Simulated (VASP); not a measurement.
# Co (P6/mmm) in VASP: further runs

Runs on Co. Level: PBE. Tasks: density of states.

Program: VASP 6.6.1. These are calculated values, not measurements. Logs are shortened: lines on timing, memory, paths and dates and some standing lists are left out, and cuts for length are marked.

## 1. The cell of the first run

It takes space group P6/mmm (No. 191, hexagonal). Conventional cell: a = 2.068 Å, b = 2.068 Å, c = 1.947 Å, α = 90.00°, β = 90.00°, γ = 120.00°. Within 2.6 Å of Co (site symmetry 6/mmm) lie 8 Co at 1.95 to 2.07 Å.

## 2. Density of states, PBE, collinear spin, ferromagnetic start (volume scaled by 0.6)

Contents of POSCAR:

```
Co
1.0
    2.0681026550      0.0000000000      0.0000000000
   -1.0340513274      1.7910294368      0.0000000000
    0.0000000000      0.0000000000      1.9472497434
Co
1
Direct
    0.0000000000      0.0000000000      0.0000000000
```

Contents of INCAR.step1:

```
SYSTEM = Co
  PREC = Accurate
  ENCUT = 520
  EDIFF = 1E-7
  ISMEAR = -1
  SIGMA = 0.1
  LREAL = .FALSE.
  LASPH = .TRUE.
  NELM = 150
  ALGO = Normal
  ISIF = 2
  LWAVE = .FALSE.
  LCHARG = .TRUE.
  ISPIN = 2
  MAGMOM = 1.7
  LMAXMIX = 4
  GGA = PE
  NBANDS = 14
```

Contents of KPOINTS.step1:

```
Automatic mesh
0
G
  18 18 17
  0 0 0
```

Contents of INCAR.step2:

```
SYSTEM = Co
  PREC = Accurate
  ENCUT = 520
  EDIFF = 1E-7
  ISMEAR = -5
  SIGMA = 0.1
  LREAL = .FALSE.
  LASPH = .TRUE.
  NELM = 150
  ALGO = Normal
  ISIF = 2
  LWAVE = .FALSE.
  LCHARG = .FALSE.
  ISPIN = 2
  MAGMOM = 1.7
  LORBIT = 10
  LMAXMIX = 4
  GGA = PE
  NEDOS = 2001
  ICHARG = 11
```

Contents of KPOINTS.step2:

```
Automatic mesh
0
G
  27 27 26
  0 0 0
```

Potentials or basis: VASP PAW PBE potentials, release 64 (Co).

Launch:

```
> cat potpaw_PBE.64/Co/POTCAR > POTCAR
> cp INCAR.step1 INCAR
> cp KPOINTS.step1 KPOINTS
> mpirun -np 1 vasp_std > vasp.out
> cp INCAR.step2 INCAR
> cp KPOINTS.step2 KPOINTS
> mpirun -np 1 vasp_std > vasp.out
```

OUTCAR:

```text
SYSTEM = Co
   PREC = Accurate
   ENCUT = 520
   EDIFF = 1E-7
   ISMEAR = -5
   LREAL = .FALSE.
   LASPH = .TRUE.
   NELM = 150
   ISIF = 2
   ISPIN = 2
   LORBIT = 10
   GGA = PE
   ICHARG = 11

 ion  position               nearest neighbor table
   1  0.000  0.000  0.000-

  LATTYP: Found a hexagonal cell.
 ALAT       =     2.0681026550
 C/A-ratio  =     0.9415633884

  Lattice vectors:

 A1 = (   2.0681026550,   0.0000000000,   0.0000000000)
 A2 = (  -1.0340513274,   1.7910294368,   0.0000000000)
 A3 = (   0.0000000000,   0.0000000000,   1.9472497434)

Analysis of symmetry for initial positions (statically):
=====================================================================
 Subroutine PRICEL returns:
 Original cell was already a primitive cell.

 Routine SETGRP: Setting up the symmetry group for a
 hexagonal supercell.

 Subroutine GETGRP returns: Found 24 space group operations
 (whereof 24 operations were pure point group operations)
 out of a pool of 24 trial point group operations.

The static configuration has the point symmetry D_6h.

Analysis of symmetry for dynamics (positions and initial velocities):
=====================================================================
 Subroutine PRICEL returns:
 Original cell was already a primitive cell.

 Routine SETGRP: Setting up the symmetry group for a
 hexagonal supercell.

 Subroutine GETGRP returns: Found 24 space group operations
 (whereof 24 operations were pure point group operations)
 out of a pool of 24 trial point group operations.

The dynamic configuration has the point symmetry D_6h.

Analysis of structural, dynamic, and magnetic symmetry:
=====================================================================
 Subroutine PRICEL returns:
 Original cell was already a primitive cell.

 Routine SETGRP: Setting up the symmetry group for a
 hexagonal supercell.

 Subroutine GETGRP returns: Found 24 space group operations
 (whereof 24 operations were pure point group operations)
 out of a pool of 24 trial point group operations.

The overall configuration has the point symmetry D_6h.

 Subroutine INISYM returns: Found 24 space group operations
 (whereof 24 operations are pure point group operations),
 and found     1 'primitive' translations

----------------------------------------------------------------------------------------

                                     Primitive cell

  volume of cell :       7.2127

  direct lattice vectors                    reciprocal lattice vectors
     2.068102655  0.000000000  0.000000000     0.483534992  0.279169058  0.000000000
    -1.034051327  1.791029437  0.000000000     0.000000000  0.558338115  0.000000000
     0.000000000  0.000000000  1.947249743     0.000000000  0.000000000  0.513544810

  length of vectors
     2.068102655  2.068102655  1.947249743     0.558338115  0.558338115  0.513544810

  position of ions in fractional coordinates (direct lattice)
     0.000000000  0.000000000  0.000000000

  ion indices of the primitive-cell ions
   primitive index   ion index
                 1           1

----------------------------------------------------------------------------------------

 KPOINTS: Automatic mesh

Automatic generation of k-mesh.
 Grid dimensions read from file:
 generate k-points for:   27   27   26

 Generating k-lattice:

  Cartesian coordinates                     Fractional coordinates (reciprocal lattice)
     0.017908703  0.010339595  0.000000000     0.037037037 -0.000000000  0.000000000
     0.000000000  0.020679189  0.000000000     0.000000000  0.037037037  0.000000000
     0.000000000  0.000000000  0.019751723     0.000000000  0.000000000  0.038461538

  Length of vectors
     0.020679189  0.020679189  0.019751723

  Shift w.r.t. Gamma in fractional coordinates (k-lattice)
     0.000000000  0.000000000  0.000000000

 TETIRR: Found  19214 inequivalent tetrahedra from   113724

 Subroutine IBZKPT returns following result:
 ===========================================

 Found   1050 irreducible k-points:

 Following reciprocal coordinates:
            Coordinates               Weight
  0.000000  0.000000  0.000000      1.000000
  0.037037 -0.000000  0.000000      6.000000
  0.074074 -0.000000  0.000000      6.000000
  0.111111 -0.000000  0.000000      6.000000
  0.148148  0.000000  0.000000      6.000000
  0.185185  0.000000  0.000000      6.000000
[... 16 lines left out ...]
  0.333333  0.037037  0.000000     12.000000
  0.370370  0.037037  0.000000     12.000000
 [... further k-points ...]
   k-points           NKPTS =   1050   k-points in BZ     NKDIM =   1050   number of bands    NBANDS=      9
   number of dos      NEDOS =   2001   number of ions     NIONS =      1
   total plane-waves  NPLWV =   3584
   dimension x,y,z NGX =    16 NGY =   16 NGZ =   14
   dimension x,y,z NGXF=    32 NGYF=   32 NGZF=   28
   ions per type =               1
   NGX,Y,Z   is equivalent  to a cutoff of  12.86, 12.86, 11.95 a.u.
   NGXF,Y,Z  is equivalent  to a cutoff of  25.72, 25.72, 23.90 a.u.
 SYSTEM =  Co
   PREC   = accura    normal or accurate (medium, high low for compatibility)
   ISTART =      0    job   : 0-new  1-cont  2-samecut
   ICHARG =     11    charge: 1-file 2-atom 10-const
   ISPIN  =      2    spin polarized calculation?
   LNONCOLLINEAR =      F non collinear calculations
   LSORBIT =      F    spin-orbit coupling
   LASPH  =      T    aspherical Exc in radial PAW
   ENCUT  =  520.0 eV  38.22 Ry    6.18 a.u.   3.85  3.85  3.62*2*pi/ulx,y,z
   NELM   =    150;   NELMIN=  2; NELMDL=  0     # of ELM steps
   EDIFF  = 0.1E-06   stopping-criterion for ELM
   LREAL  =      F    real-space projection
   EDIFFG = 0.1E-05   stopping-criterion for IOM
   NSW    =      0    number of steps for IOM
   IBRION =     -1    ionic relax: 0-MD 1-quasi-New 2-CG
   NFREE  =      0    steps in history (QN), initial steepest desc. (CG)
   ISIF   =      2    stress and relaxation
   ISYM   =      2    0-nonsym 1-usesym 2-fastsym
   POTIM  = 0.5000    time-step for ionic-motion
   TEBEG  =    0.0;   TEEND  =   0.0 temperature during run
   PSTRESS=    0.0 pullay stress
   NELECT =       9.0000    total number of electrons
   NUPDOWN=      -1.0000    fix difference up-down
   EMIN   =  10.00;   EMAX   =-10.00  energy-range for DOS
   EFERMI =   0.00;   METHOD = LEGACY
   ISMEAR =    -5;   SIGMA  =   0.10  broadening in eV -4-tet -1-fermi 0-gaus
   EFERMI_NEDOS =   21; number of points for ismear=-14 and -15
   IALGO  =     38    algorithm
   IMIX   =      4    mixing-type and parameters
     AMIX     =   0.40;   BMIX     =  1.00
     AMIX_MAG =   1.60;   BMIX_MAG =  1.00
  volume/ion in A,a.u.               =       7.21        48.67
  Fermi-wavevector in a.u.,A,eV,Ry     =   1.762477  3.330599 42.264130  3.106326
  Thomas-Fermi vector in A             =   2.830842
   LORBIT       =     10    0 simple, 1 ext, 2 COOP (PROOUT), +10 PAW based schemes
   GGA     = PE    functional components
   LHFCALC =     F    Hartree Fock is set to
   AEXX    =    0.0000 exact exchange contribution
   IVDW    =     0    specifies the selected vdW correction
   LEPSILON=     F    determine dielectric tensor
   LRPA    =     F    only Hartree local field effects (RPA)
 spin polarized calculation
 Fermi weights with tetrahedron method with Bloechl corrections
  energy-cutoff  :      520.00
  volume of cell :        7.21
 maximum number of plane-waves:       204
 NGX is ok and might be reduce to    16

 number of electron       8.9999996 magnetization       0.0000103

 Free energy of the ion-electron system (eV)
  ---------------------------------------------------
  ext. energy  EPLUGINS =         0.00000000
  ---------------------------------------------------
  free energy    TOTEN  =        -4.27297038 eV

  energy without entropy =       -4.27297038  energy(sigma->0) =       -4.27297038

 E-fermi :  17.8527     XC(G=0): -15.9302

 val. band max:       17.8929221626   @ k =   0.3704  -0.0000   0.1154
 cond. band min:      17.7503097848   @ k =   0.2963   0.0000   0.1923
 fundamental gap:     -0.1426123777
 Fermi energy:        17.8526901503

 spin component 1

 k-point     1 :       0.0000    0.0000    0.0000
  band No.  band energies     occupation
      1       6.2228      1.00000
      2      11.1074      1.00000
      3      14.6498      1.00000
      4      14.6498      1.00000
      5      18.9416      0.00000
      6      18.9416      0.00000
      7      43.9912      0.00000
      8      44.5890      0.00000
      9      52.6090      0.00000

 k-point     2 :       0.0370   -0.0000    0.0000
  band No.  band energies     occupation
      1       6.2983      1.00000
      2      11.1339      1.00000
      3      14.5992      1.00000
      4      14.7006      1.00000
      5      18.9013      0.00000
      6      18.9346      0.00000
      7      43.9244      0.00000
      8      44.6998      0.00000
      9      52.5592      0.00000
[... 253 lines left out ...]
 k-point    24 :       0.3704    0.0370    0.0000
  band No.  band energies     occupation
      1      10.1923      1.00000
      2      12.2039      1.00000
      3      15.5399      1.00000
      4      16.6621      1.00000
      5      18.4687      0.00000
      6      18.7071      0.00000
      7      30.8876      0.00000
      8      41.0833      0.00000
      9      50.0131      0.00000

 [... further k-points ...]

 spin component 2

 k-point     1 :       0.0000    0.0000    0.0000
  band No.  band energies     occupation
      1       6.2227      1.00000
      2      11.1074      1.00000
      3      14.6498      1.00000
      4      14.6498      1.00000
      5      18.9416      0.00000
      6      18.9416      0.00000
      7      43.9912      0.00000
      8      44.5890      0.00000
      9      52.6093      0.00000

 k-point     2 :       0.0370   -0.0000    0.0000
  band No.  band energies     occupation
      1       6.2983      1.00000
      2      11.1339      1.00000
      3      14.5993      1.00000
      4      14.7006      1.00000
      5      18.9013      0.00000
      6      18.9346      0.00000
      7      43.9244      0.00000
      8      44.6998      0.00000
      9      52.5674      0.00000
[... 253 lines left out ...]
 k-point    24 :       0.3704    0.0370    0.0000
  band No.  band energies     occupation
      1      10.1923      1.00000
      2      12.2039      1.00000
      3      15.5399      1.00000
      4      16.6621      1.00000
      5      18.4687      0.00000
      6      18.7071      0.00000
      7      30.8876      0.00000
      8      41.0833      0.00000
      9      50.0075      0.00000

 [... further k-points ...]
[... 5 lines left out ...]
  --------------------------------------------------------------------------------------
  -------------------------------------------------------------------------------------
  Total       11.2401204     11.2401204     10.9251817      0.0000000     -0.0000000      0.0000000
  in kB     2496.8075842   2496.8075840   2426.8491283      0.0000001     -0.0000000      0.0000000
  external PRESSURE =    2473.4880988 kB  Pullay stress =       0.0000000 kB

 VOLUME and BASIS-vectors are now :
 -----------------------------------------------------------------------------
  energy-cutoff  :      520.00
  volume of cell :        7.21
      direct lattice vectors                 reciprocal lattice vectors
     2.068102655  0.000000000  0.000000000     0.483534992  0.279169058  0.000000000
    -1.034051327  1.791029437  0.000000000     0.000000000  0.558338115  0.000000000
     0.000000000  0.000000000  1.947249743     0.000000000  0.000000000  0.513544810

 POSITION                                       TOTAL-FORCE (eV/Angst)
 -----------------------------------------------------------------------------------
      0.00000      0.00000      0.00000        -0.000000      0.000000      0.000000
 -----------------------------------------------------------------------------------
    total drift:                                0.000000     -0.000000     -0.000000

  FREE ENERGIE OF THE ION-ELECTRON SYSTEM (eV)
  ---------------------------------------------------
  free  energy   TOTEN  =        -4.2729703832 eV

  energy  without entropy=       -4.2729703832  energy(sigma->0) =       -4.27297038

 total charge

# of ion       s       p       d       tot
------------------------------------------
    1        0.743   0.937   7.884   9.564

 magnetization (x)

# of ion       s       p       d       tot
------------------------------------------
    1        0.000  -0.000   0.000   0.000
```

Run time: 90 s. Hardware: 1 thread of Intel Xeon Platinum 8559C (Emerald Rapids), shared host; peak memory 0.28 GiB.

What came out:

```
Net moment : 0.00 μB per cell
```

Levels at points of the mesh, in eV from the Fermi level:
Spin up:
```csv
k point,band 2,band 3,band 4,band 5,band 6,band 7
"(0.00, 0.00, 0.00)",-6.75,-3.20,-3.20,1.09,1.09,26.14
"(0.00, 0.00, 0.50)",-2.48,-2.46,-2.46,-1.47,-1.47,9.15
```
Spin down:
```tsv
k point	band 1	band 2	band 3	band 4	band 5	band 6	band 7	band 8
(0.00, 0.00, 0.00)	-11.63	-6.75	-3.20	-3.20	1.09	1.09	26.14	26.74
(0.00, 0.00, 0.50)	-6.16	-2.48	-2.46	-2.46	-1.47	-1.47	9.15	32.95
```

Caveat: the starting moments collapsed, and a magnetic state may lie lower; tetrahedron occupations give inexact forces and stress in metals.

## 3. Density of states, PBE, collinear spin, ferromagnetic start (volume scaled by 0.45)

Contents of POSCAR:

```
Co
1.0
    1.8814496037      0.0000000000      0.0000000000
   -0.9407248019      1.6293831528      0.0000000000
    0.0000000000      0.0000000000      1.7645823188
Co
1
Direct
    0.0000000000      0.0000000000      0.0000000000
```

Contents of INCAR.step1:

```
SYSTEM = Co
PREC = Accurate
ENCUT = 520
EDIFF = 1E-6
ISMEAR = -1
SIGMA = 0.1
LREAL = .FALSE.
LASPH = .TRUE.
NELM = 150
ALGO = Normal
ISIF = 2
LWAVE = .FALSE.
LCHARG = .TRUE.
ISPIN = 2
MAGMOM = 1.7
LMAXMIX = 4
GGA = PE
NBANDS = 14
```

Contents of KPOINTS.step1:

```
regular mesh
0
G
  18 18 17
  0 0 0
```

Contents of INCAR.step2:

```
SYSTEM = Co
PREC = Accurate
ENCUT = 520
EDIFF = 1E-6
ISMEAR = -5
SIGMA = 0.1
LREAL = .FALSE.
LASPH = .TRUE.
NELM = 150
ALGO = Normal
ISIF = 2
LWAVE = .FALSE.
LCHARG = .FALSE.
ISPIN = 2
MAGMOM = 1.7
LORBIT = 10
LMAXMIX = 4
GGA = PE
NEDOS = 1001
ICHARG = 11
```

Contents of KPOINTS.step2:

```
regular mesh
0
G
  27 27 26
  0 0 0
```

Potentials or basis: VASP PAW PBE potentials, release 64 (Co).

Launch:

```
> cat potpaw_PBE.64/Co/POTCAR > POTCAR
> cp INCAR.step1 INCAR
> cp KPOINTS.step1 KPOINTS
> mpirun -np 1 vasp_std > vasp.out
> cp INCAR.step2 INCAR
> cp KPOINTS.step2 KPOINTS
> mpirun -np 1 vasp_std > vasp.out
```

Wall time 32 s (1 thread of Intel Xeon 6975P-C (Granite Rapids), shared host); peak memory 0.25 GiB.

The run converged. Its results:

```
Net moment : 0.00 μB per cell
```

Levels at points of the mesh, in eV from the Fermi level:
Spin up:
```tsv
k point	band 2	band 3	band 4	band 5	band 6	band 7	band 8	band 9
(0.00, 0.00, 0.00)	-9.90	-4.93	-4.93	1.61	1.61	27.40	31.33	36.89
(0.00, 0.00, 0.50)	-3.74	-3.74	-2.90	-2.38	-2.38	13.41	35.71	37.26
```
Spin down:
```tsv
k point	band 3	band 4	band 5	band 6	band 7	band 8
(0.00, 0.00, 0.00)	-4.93	-4.93	1.61	1.61	27.40	31.33
(0.00, 0.00, 0.50)	-3.73	-2.90	-2.38	-2.38	13.41	35.70
```

Caveat: the starting moments collapsed, and a magnetic state may lie lower; tetrahedron occupations give inexact forces and stress in metals.

(Part 1 of 2 ends here.)
